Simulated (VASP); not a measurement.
Write the native input for VASP 6.6.1 that does the following.

| Item | Value |
| --- | --- |
| Task | single point |
| Functional | LDA |
| Potentials or basis | VASP PAW LDA potentials, release 64 (Si) |
| Cutoff | 520 eV |
| k mesh | 9 × 7 × 3 |
| Occupations | gaussian, width 0.03 eV |
| Spin | no spin polarisation |
| Dipole correction | no |
| Further INCAR settings | ALGO = Normal; EDIFF = 1e-06; NBANDS = 36 |

The structure of Si lies in POSCAR:

```
Si
1.0
    0.0000000000      0.0000000000     -3.8165079742
   -3.3010168595     -3.3010168595     -1.9082539871
  -10.8266128363      8.6259349299      1.2721693247
Si
12
Direct
    0.8479996791      0.5494062975      0.2787084836
    0.1873914029      0.3231451483      0.9574919312
    0.5176955410      0.4362757229      0.6181002074
    0.4903088045      0.2647880467      0.2787084836
    0.8297005283      0.0385268975      0.9574919312
    0.1600046664      0.1516574721      0.6181002074
    0.0601570412     -0.0202380274      0.0607140823
    0.3995487650     -0.2464991766      0.7394975299
    0.7298529031     -0.1333686020      0.4001058061
    0.2781514424     -0.1655676283      0.4967028849
    0.6084555805     -0.0524370537      0.1573111611
    0.9478473043     -0.2786982029      0.8360946087
```

One way to write it, as run:

INCAR

```
SYSTEM = Si
ALGO = Normal ; EDIFF = 1E-6
ENCUT = 520 ; ISIF = 2
ISMEAR = 0 ; LASPH = .True.
LCHARG = .False. ; LREAL = .False.
LWAVE = .False. ; NBANDS = 36
NELM = 60 ; PREC = Accurate
SIGMA = 0.03
```

KPOINTS

```
k-points
0
Gamma
  9 7 3
  0 0 0
```

Potentials or basis: VASP PAW LDA potentials, release 64 (Si).

Command:

```console
$ cat potpaw_LDA.64/Si/POTCAR > POTCAR
$ mpirun -np 1 vasp_std > vasp.out
```

Results of the run:

| Quantity | Value |
| --- | --- |
| Pressure | 12.3 GPa |
| Largest force | 35.157 eV/Å |
| Band gap on the k mesh | zero (bands 24 and 25 overlap by 0.60 eV) |

Caveat: the cell stands under pressure; semilocal functionals underestimate gaps, so a narrow gap can read as zero; forces of over 1 eV/Å act on the atoms, so gaps and moduli don't describe the material at rest.

Run time: 8.1 min on 1 thread of AMD EPYC 9R45 96-Core Processor (Zen 5) (shared host), peak memory 0.6 GiB.
